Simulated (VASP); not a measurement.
A run of VASP 6.6.1 is set up as follows.

The input INCAR:

```
SYSTEM = Pt
PREC = Accurate
ENCUT = 520
EDIFF = 1E-7
ISMEAR = 1
SIGMA = 0.1
LREAL = .FALSE.
LASPH = .TRUE.
NELM = 100
ALGO = Normal
ISIF = 2
LWAVE = .FALSE.
LCHARG = .FALSE.
GGA = PS
NBANDS = 17
```

The input KPOINTS:

```
Automatic mesh
0
G
  6 6 4
  0 0 0
```

File POSCAR:

```
Pt
1.0
    4.3150000000      0.0000000000      0.0000000000
   -2.1575000000      3.7368996200      0.0000000000
    0.0000000000      0.0000000000      5.4900000000
Pt
2
Direct
    0.0000000000      0.0000000000      0.0000000000
    0.0000000000      0.0000000000      0.5000000000
```

Potentials or basis: VASP PAW PBE potentials, release 64 (Pt).

Command:

```sh
$ cat potpaw_PBE.64/Pt/POTCAR > POTCAR
$ mpirun -np 1 vasp_std > vasp.out
```

Problem. Estimate the band gap on the k mesh.

Solution. Zero (band 10 reaches -0.34 eV, above the bottom of band 11 at -1.24 eV).

Problem. Predict the pressure.

Solution. -11.5 GPa.

Stress tensor (GPa, compression positive):
```
 -5.83   0.00   0.00
  0.00  -5.83   0.00
  0.00   0.00 -22.80
```

Caveat: the PAW data sets were made with another functional, which shifts forces and pressure a little; spin-orbit coupling is left out, which moves the levels of the heavy elements.
